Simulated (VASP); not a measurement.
Write the native input for VASP 6.6.1 that does the following.

```
Task                   : single point
Functional             : LDA
Potentials or basis    : VASP PAW LDA potentials, release 64 (Zr_sv, B)
Cutoff                 : 520 eV
k mesh                 : 18 × 18 × 18
Occupations            : gaussian, width 0.15 eV
Spin                   : no spin polarisation
Dipole correction      : no
Further INCAR settings : ALGO = Normal; EDIFF = 1e-06; NBANDS = 14
```

The structure of ZrB lies in POSCAR:

```
ZrB
1.0
    0.0000000000      2.6002156764      2.1675397878
    2.6002156764      0.0000000000      2.1675397878
    2.6002156764      2.6002156764      0.0000000000
Zr B
1 1
Direct
    0.0000000000      0.0000000000      0.0000000000
    0.5000000000      0.5000000000      0.5000000000
```

This cell differs from its parent crystal: volume 14.655 Å^3 an atom, c/a of the conventional cell 0.8336.

One way to write it, as run:

INCAR

```
PREC = Accurate ; ENCUT = 520
EDIFF = 1E-6 ; ISMEAR = 0
SIGMA = 0.15 ; LREAL = False
LASPH = True ; NELM = 100
ALGO = Normal ; ISIF = 2
LWAVE = False ; LCHARG = False
GGA = CA ; NBANDS = 14
```

KPOINTS

```
Automatic mesh
0
Gamma
  18 18 18
```

Potentials or basis: VASP PAW LDA potentials, release 64 (Zr_sv, B).

Launch:

```sh
$ cat potpaw_LDA.64/Zr_sv/POTCAR potpaw_LDA.64/B/POTCAR > POTCAR
$ mpirun -np 1 vasp_std > vasp.out
```

It gave:

```yaml
Pressure: -0.2 GPa
```

It took 100 s on 1 thread of Intel(R) Xeon(R) Platinum 8488C (Sapphire Rapids), on a shared host, peak memory 0.3 GiB.
